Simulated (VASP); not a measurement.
# Mg2B3H2 in VASP: single point with PBE

Aim: the single point of Mg2B3H2 with PBE.

All numbers are computed with VASP 6.6.1; they aren't measurements. Logs are shortened: lines on timing, memory, paths and dates and some standing lists are left out, and cuts for length are marked.

### Step 1. The cell of the first run

The typed cell holds 7 atoms: a = 3.069 Å, b = 3.069 Å, c = 7.670 Å, α = 90.00°, β = 90.00°, γ = 120.00°.

### Step 2. Single point, PBE

INCAR

```
SYSTEM = Mg2B3H2
PREC = Accurate ; ENCUT = 600
EDIFF = 1E-6 ; ISMEAR = -1
SIGMA = 0.1 ; LREAL = .FALSE.
LASPH = .TRUE. ; NELM = 120
ALGO = Normal ; ISIF = 2
LWAVE = .FALSE. ; LCHARG = .TRUE.
GGA = PE ; LELF = .TRUE.
LVHAR = .TRUE. ; NBANDS = 16
GGA_COMPAT = .FALSE.
```

KPOINTS

```
Automatic mesh
0
G
  12 12 5
  0 0 0
```

POSCAR

```
Mg2B3H2
1.0
    3.0691610000      0.0000000000      0.0000000000
   -1.5345810000      2.6579730000      0.0000000000
    0.0000000000      0.0000000000      7.6704160000
H Mg B
2 2 3
Direct
    0.3333000000      0.6667000000      0.5666000000
    0.6667000000      0.3333000000      0.4334000000
    0.6667000000      0.3333000000      0.8399000000
    0.3333000000      0.6667000000      0.1601000000
    0.3333000000      0.6667000000      0.6949000000
    0.6667000000      0.3333000000      0.3051000000
    0.0000000000      0.0000000000      0.0000000000
```

Potentials or basis: VASP PAW PBE potentials, release 64 (H, Mg, B).

Started as:

```bash
$ cat potpaw_PBE.64/H/POTCAR potpaw_PBE.64/Mg/POTCAR potpaw_PBE.64/B/POTCAR > POTCAR
$ mpirun -np 1 vasp_std > vasp.out
```

OUTCAR:

```text
SYSTEM = Mg2B3H2
   PREC = Accurate
   ENCUT = 600
   EDIFF = 1E-6
   ISMEAR = -1
   LREAL = .FALSE.
   LASPH = .TRUE.
   NELM = 120
   ISIF = 2
   GGA = PE

 ion  position               nearest neighbor table
   1  0.333  0.667  0.567-   5 0.98
   2  0.667  0.333  0.433-   6 0.98
   3  0.667  0.333  0.840-   5 2.09   5 2.09   5 2.09   7 2.16   7 2.16   7 2.16   4 3.03   4 3.03
                             4 3.03
   4  0.333  0.667  0.160-   6 2.09   6 2.09   6 2.09   7 2.16   7 2.16   7 2.16   3 3.03   3 3.03
                             3 3.03
   5  0.333  0.667  0.695-   1 0.98   3 2.09   3 2.09   3 2.09
   6  0.667  0.333  0.305-   2 0.98   4 2.09   4 2.09   4 2.09
   7  0.000  0.000  0.000-   3 2.16   4 2.16   3 2.16   4 2.16   3 2.16   4 2.16

  LATTYP: Found a hexagonal cell.
 ALAT       =     3.0691610000
 C/A-ratio  =     2.4991898437

  Lattice vectors:

 A1 = (   3.0691610000,   0.0000000000,   0.0000000000)
 A2 = (  -1.5345810000,   2.6579730000,   0.0000000000)
 A3 = (   0.0000000000,   0.0000000000,   7.6704160000)

Analysis of symmetry for initial positions (statically):
=====================================================================
 Subroutine PRICEL returns:
 Original cell was already a primitive cell.

 Routine SETGRP: Setting up the symmetry group for a
 hexagonal supercell.

 Subroutine GETGRP returns: Found  4 space group operations
 (whereof  4 operations were pure point group operations)
 out of a pool of 24 trial point group operations.

The static configuration has the point symmetry C_2h.

Analysis of symmetry for dynamics (positions and initial velocities):
=====================================================================
 Subroutine PRICEL returns:
 Original cell was already a primitive cell.

 Routine SETGRP: Setting up the symmetry group for a
 hexagonal supercell.

 Subroutine GETGRP returns: Found  4 space group operations
 (whereof  4 operations were pure point group operations)
 out of a pool of 24 trial point group operations.

The dynamic configuration has the point symmetry C_2h.

 Subroutine INISYM returns: Found  4 space group operations
 (whereof  4 operations are pure point group operations),
 and found     1 'primitive' translations

----------------------------------------------------------------------------------------

                                     Primitive cell

  volume of cell :      62.5733

  direct lattice vectors                    reciprocal lattice vectors
     3.069161000  0.000000000  0.000000000     0.325821943  0.188113334  0.000000000
    -1.534581000  2.657973000  0.000000000     0.000000000  0.376226546  0.000000000
     0.000000000  0.000000000  7.670416000     0.000000000  0.000000000  0.130371026

  length of vectors
     3.069161000  3.069162641  7.670416000     0.376226747  0.376226546  0.130371026

  position of ions in fractional coordinates (direct lattice)
     0.333300000  0.666700000  0.566600000
     0.666700000  0.333300000  0.433400000
     0.666700000  0.333300000  0.839900000
     0.333300000  0.666700000  0.160100000
     0.333300000  0.666700000  0.694900000
     0.666700000  0.333300000  0.305100000
     0.000000000  0.000000000  0.000000000

  ion indices of the primitive-cell ions
   primitive index   ion index
                 1           1
                 2           2
                 3           3
                 4           4
                 5           5
                 6           6
                 7           7

----------------------------------------------------------------------------------------

 KPOINTS: Automatic mesh

Automatic generation of k-mesh.
 Grid dimensions read from file:
 generate k-points for:   12   12    5

 Generating k-lattice:

  Cartesian coordinates                     Fractional coordinates (reciprocal lattice)
     0.027151829  0.015676111  0.000000000     0.083333333  0.000000000  0.000000000
     0.000000000  0.031352212  0.000000000     0.000000000  0.083333333  0.000000000
     0.000000000  0.000000000  0.026074205     0.000000000  0.000000000  0.200000000

  Length of vectors
     0.031352229  0.031352212  0.026074205

  Shift w.r.t. Gamma in fractional coordinates (k-lattice)
     0.000000000  0.000000000  0.000000000

 Subroutine IBZKPT returns following result:
 ===========================================

 Found    199 irreducible k-points:

 Following reciprocal coordinates:
            Coordinates               Weight
  0.000000  0.000000  0.000000      1.000000
  0.083333 -0.000000  0.000000      4.000000
 -0.083333  0.083333  0.000000      2.000000
  0.166667  0.000000  0.000000      4.000000
 -0.166667  0.166667  0.000000      2.000000
  0.250000 -0.000000  0.000000      4.000000
[... 16 lines left out ...]
 -0.083333  0.416667  0.000000      4.000000
 -0.416667  0.333333  0.000000      4.000000
 [... further k-points ...]
   k-points           NKPTS =    199   k-points in BZ     NKDIM =    199   number of bands    NBANDS=     16
   number of dos      NEDOS =    301   number of ions     NIONS =      7
   total plane-waves  NPLWV =  50176
   dimension x,y,z NGX =    28 NGY =   28 NGZ =   64
   dimension x,y,z NGXF=    56 NGYF=   56 NGZF=  128
   ions per type =               2   2   3
   NGX,Y,Z   is equivalent  to a cutoff of  15.17, 15.17, 13.87 a.u.
   NGXF,Y,Z  is equivalent  to a cutoff of  30.33, 30.33, 27.74 a.u.
 SYSTEM =  Mg2B3H2
   PREC   = accura    normal or accurate (medium, high low for compatibility)
   ISTART =      0    job   : 0-new  1-cont  2-samecut
   ICHARG =      2    charge: 1-file 2-atom 10-const
   ISPIN  =      1    spin polarized calculation?
   LNONCOLLINEAR =      F non collinear calculations
   LSORBIT =      F    spin-orbit coupling
   LASPH  =      T    aspherical Exc in radial PAW
   ENCUT  =  600.0 eV  44.10 Ry    6.64 a.u.   6.13  6.13 15.32*2*pi/ulx,y,z
   NELM   =    120;   NELMIN=  2; NELMDL= -5     # of ELM steps
   EDIFF  = 0.1E-05   stopping-criterion for ELM
   LREAL  =      F    real-space projection
   EDIFFG = 0.1E-04   stopping-criterion for IOM
   NSW    =      0    number of steps for IOM
   IBRION =     -1    ionic relax: 0-MD 1-quasi-New 2-CG
   NFREE  =      0    steps in history (QN), initial steepest desc. (CG)
   ISIF   =      2    stress and relaxation
   ISYM   =      2    0-nonsym 1-usesym 2-fastsym
   POTIM  = 0.5000    time-step for ionic-motion
   TEBEG  =    0.0;   TEEND  =   0.0 temperature during run
   PSTRESS=    0.0 pullay stress
   NELECT =      15.0000    total number of electrons
   NUPDOWN=      -1.0000    fix difference up-down
   EMIN   =  10.00;   EMAX   =-10.00  energy-range for DOS
   EFERMI =   0.00;   METHOD = LEGACY
   ISMEAR =    -1;   SIGMA  =   0.10  broadening in eV -4-tet -1-fermi 0-gaus
   EFERMI_NEDOS =   21; number of points for ismear=-14 and -15
   IALGO  =     38    algorithm
   IMIX   =      4    mixing-type and parameters
     AMIX     =   0.40;   BMIX     =  1.00
     AMIX_MAG =   1.60;   BMIX_MAG =  1.00
  volume/ion in A,a.u.               =       8.94        60.32
  Fermi-wavevector in a.u.,A,eV,Ry     =   1.016972  1.921798 14.071573  1.034231
  Thomas-Fermi vector in A             =   2.150346
   LORBIT       =      0    0 simple, 1 ext, 2 COOP (PROOUT), +10 PAW based schemes
   GGA     = PE    functional components
   LHFCALC =     F    Hartree Fock is set to
   AEXX    =    0.0000 exact exchange contribution
   IVDW    =     0    specifies the selected vdW correction
   LEPSILON=     F    determine dielectric tensor
   LRPA    =     F    only Hartree local field effects (RPA)
 non-spin polarized calculation
  energy-cutoff  :      600.00
  volume of cell :       62.57
 maximum number of plane-waves:      2115
 NGX is ok and might be reduce to    28
   NGX = 13   NGY = 13   NGZ = 31

 number of electron      15.0000001 magnetization

 Free energy of the ion-electron system (eV)
  ---------------------------------------------------
  ext. energy  EPLUGINS =         0.00000000
  ---------------------------------------------------
  free energy    TOTEN  =       -17.93181768 eV

  energy without entropy =      -17.87113239  energy(sigma->0) =      -17.90147503

 E-fermi :   3.5511     XC(G=0): -10.1565

 val. band max:        3.5107465374   @ k =   0.5000   0.3333   0.4000
 cond. band min:       3.5548795635   @ k =   0.3333   0.2500   0.2000
 fundamental gap:      0.0441330262
 Fermi energy:         3.5511445511

 k-point     1 :       0.0000    0.0000    0.0000
  band No.  band energies     occupation
      1      -7.8221      2.00000
      2      -5.9514      2.00000
      3      -5.6454      2.00000
      4      -1.1074      2.00000
      5       0.5573      2.00000
      6       5.4610      0.00000
[... 8 lines left out ...]
     15      14.3606      0.00000
     16      14.7175      0.00000

 k-point     2 :       0.0833   -0.0000    0.0000
  band No.  band energies     occupation
      1      -7.6998      2.00000
      2      -5.8460      2.00000
      3      -5.5348      2.00000
      4      -1.0571      2.00000
      5       0.6305      2.00000
      6       5.2620      0.00000
[... 8 lines left out ...]
     15      14.5208      0.00000
     16      14.6556      0.00000

 k-point     3 :      -0.0833    0.0833    0.0000
  band No.  band energies     occupation
      1      -7.6998      2.00000
      2      -5.8460      2.00000
      3      -5.5348      2.00000
      4      -1.0571      2.00000
      5       0.6305      2.00000
      6       5.2615      0.00000
[... 8 lines left out ...]
     15      14.5209      0.00000
     16      14.6557      0.00000

 k-point     4 :       0.1667    0.0000    0.0000
  band No.  band energies     occupation
      1      -7.3368      2.00000
      2      -5.5343      2.00000
      3      -5.2116      2.00000
      4      -0.9274      2.00000
      5       0.8373      2.00000
      6       3.8926      0.06372
[... 8 lines left out ...]
     15      14.2403      0.00000
     16      14.5723      0.00000

 k-point     5 :      -0.1667    0.1667    0.0000
  band No.  band energies     occupation
      1      -7.3369      2.00000
      2      -5.5343      2.00000
      3      -5.2116      2.00000
      4      -0.9273      2.00000
      5       0.8373      2.00000
      6       3.8923      0.06386
[... 8 lines left out ...]
     15      14.2404      0.00000
     16      14.5723      0.00000

 k-point     6 :       0.2500   -0.0000    0.0000
  band No.  band energies     occupation
      1      -6.7481      2.00000
      2      -5.0318      2.00000
      3      -4.7078      2.00000
      4      -0.7846      2.00000
      5       1.1060      2.00000
      6       2.2802      1.99999
[... 8 lines left out ...]
     15      13.8380      0.00000
     16      14.3627      0.00000
[... 267 lines left out ...]
 k-point    21 :      -0.3333    0.2500    0.0000
  band No.  band energies     occupation
      1      -6.2944      2.00000
      2      -4.6467      2.00000
      3      -4.3453      2.00000
      4      -0.7184      2.00000
      5       1.0631      2.00000
      6       1.7527      2.00000
[... 8 lines left out ...]
     15      13.8851      0.00000
     16      14.5351      0.00000

 k-point    22 :       0.3333    0.0833    0.0000
  band No.  band energies     occupation
      1      -5.4538      2.00000
      2      -3.9878      2.00000
      3      -3.7484      2.00000
      4      -0.6794      2.00000
      5      -0.2118      2.00000
      6       1.8175      2.00000
[... 8 lines left out ...]
     15      13.7375      0.00000
     16      14.2859      0.00000

 k-point    23 :      -0.0833    0.4167    0.0000
  band No.  band energies     occupation
      1      -5.4539      2.00000
      2      -3.9878      2.00000
      3      -3.7484      2.00000
      4      -0.6793      2.00000
      5      -0.2119      2.00000
      6       1.8174      2.00000
[... 8 lines left out ...]
     15      13.7375      0.00000
     16      14.2857      0.00000

 k-point    24 :      -0.4167    0.3333    0.0000
  band No.  band energies     occupation
      1      -5.4540      2.00000
      2      -3.9879      2.00000
      3      -3.7482      2.00000
      4      -0.6790      2.00000
      5      -0.2120      2.00000
      6       1.8177      2.00000
[... 8 lines left out ...]
     15      13.7373      0.00000
     16      14.2858      0.00000

 [... further k-points ...]

------------------------ aborting loop because EDIFF is reached ----------------------------------------

  FORCE on cell =-STRESS in cart. coord.  units (eV):
  Direction    XX          YY          ZZ          XY          YZ          ZX
  --------------------------------------------------------------------------------------
  -------------------------------------------------------------------------------------
  Total       14.2812718     14.2859774     34.7215232      0.0040576      0.0014003     -0.0024255
  in kB      365.6691427    365.7896293    889.0377386      0.1038930      0.0358551     -0.0621051
  external PRESSURE =     540.1655035 kB  Pullay stress =       0.0000000 kB

 VOLUME and BASIS-vectors are now :
 -----------------------------------------------------------------------------
  energy-cutoff  :      600.00
  volume of cell :       62.57
      direct lattice vectors                 reciprocal lattice vectors
     3.069161000  0.000000000  0.000000000     0.325821943  0.188113334  0.000000000
    -1.534581000  2.657973000  0.000000000     0.000000000  0.376226546  0.000000000
     0.000000000  0.000000000  7.670416000     0.000000000  0.000000000  0.130371026

 POSITION                                       TOTAL-FORCE (eV/Angst)
 -----------------------------------------------------------------------------------
     -0.00015      1.77207      4.34606         0.000161     -0.000093     -8.464339
      1.53473      0.88590      3.32436        -0.000161      0.000093      8.464339
      1.53473      0.88590      6.44238        -0.003607      0.002082      1.007039
     -0.00015      1.77207      1.22803         0.003607     -0.002082     -1.007039
     -0.00015      1.77207      5.33017         0.002487     -0.001436      4.974723
      1.53473      0.88590      2.34024        -0.002487      0.001436     -4.974723
      0.00000      0.00000      0.00000         0.000000      0.000000      0.000000
 -----------------------------------------------------------------------------------
    total drift:                                0.000000     -0.000000      0.000000

  FREE ENERGIE OF THE ION-ELECTRON SYSTEM (eV)
  ---------------------------------------------------
  free  energy   TOTEN  =       -17.9318176843 eV

  energy  without entropy=      -17.8711323857  energy(sigma->0) =      -17.90147503
```

It took 7.1 min on 1 thread of AMD EPYC 7R43 (Zen 3), shared host; peak memory 0.36 GiB.

What came out:

```yaml
Free_energy: -17.9318 eV
Pressure: 54.0 GPa
Largest_force: 8.464 eV/Å
Band_gap_on_the_k_mesh: zero (an odd number of electrons rules out a gap without spin polarisation)
```

Forces on the atoms (eV/Å):
```
H    0.000  0.000 -8.464
H    0.000  0.000  8.464
Mg  -0.004  0.002  1.007
Mg   0.004 -0.002 -1.007
B    0.002 -0.001  4.975
B   -0.002  0.001 -4.975
B    0.000  0.000  0.000
```

Stress tensor (GPa, compression positive):
```
36.57  0.01 -0.01
 0.01 36.58  0.00
-0.01  0.00 88.90
```

Caveat: the cell stands under pressure; forces of over 1 eV/Å act on the atoms, so gaps and moduli don't describe the material at rest.
